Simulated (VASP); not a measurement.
## GaSb: single point with PBEsol

Slab: GaSb, a slab with vacuum.

```
CELL_PARAMETERS angstrom
4.32129 0.00000 0.00000
0.00000 4.32129 0.00000
0.00000 0.00000 24.63904
ATOMIC_POSITIONS crystal
Sb 0.00000 0.50000 0.34498
Sb 0.50000 0.00000 0.46900
Sb 0.00000 0.50000 0.59318
Ga 0.50000 0.50000 0.40699
Ga 0.00000 0.00000 0.53030
Ga 0.50000 0.50000 0.65896
```

```json
{
 "Program": "VASP 6.6.1",
 "Task": "single point",
 "Functional": "PBEsol",
 "Potentials or basis": "VASP PAW PBE potentials, release 64 (Sb, Ga_d)",
 "Cutoff": "520 eV",
 "k mesh": "7 × 7 × 1",
 "Occupations": "gaussian, width 0.1 eV",
 "Spin": "no spin polarisation",
 "Dipole correction": "yes",
 "Further INCAR settings": "ALGO = Normal; EDIFF = 1e-06; NBANDS = 36"
}
```

| Item | Value |
| --- | --- |
| Largest force | 0.329 eV/Å |
| Band gap on the k mesh | zero (band 27 reaches -0.86 eV, above the bottom of band 28 at -1.76 eV) |

Forces on the atoms (eV/Å):
```
Sb   0.000  0.000  0.165
Sb   0.000  0.000  0.154
Sb   0.000  0.000 -0.010
Ga   0.000  0.000 -0.329
Ga   0.000  0.000 -0.001
Ga   0.000  0.000  0.020
```

Levels at points of the mesh, in eV from the Fermi level:
```
           k point  band 23  band 24  band 25  band 26  band 27  band 28  band 29  band 30  band 31  band 32
(0.00, 0.00, 0.00)    -1.65    -0.97    -0.87    -0.02     0.47     1.15     1.35     1.54     2.13     2.24
```

It took 8.2 min on 1 thread of Intel(R) Xeon(R) Platinum 8259CL CPU @ 2.50GHz (Skylake/Cascade Lake) (shared host), peak memory 0.59 GiB.

Caveat: the PAW data sets were made with another functional, which shifts forces and pressure a little; spin-orbit coupling is left out, which moves the levels of the heavy elements.
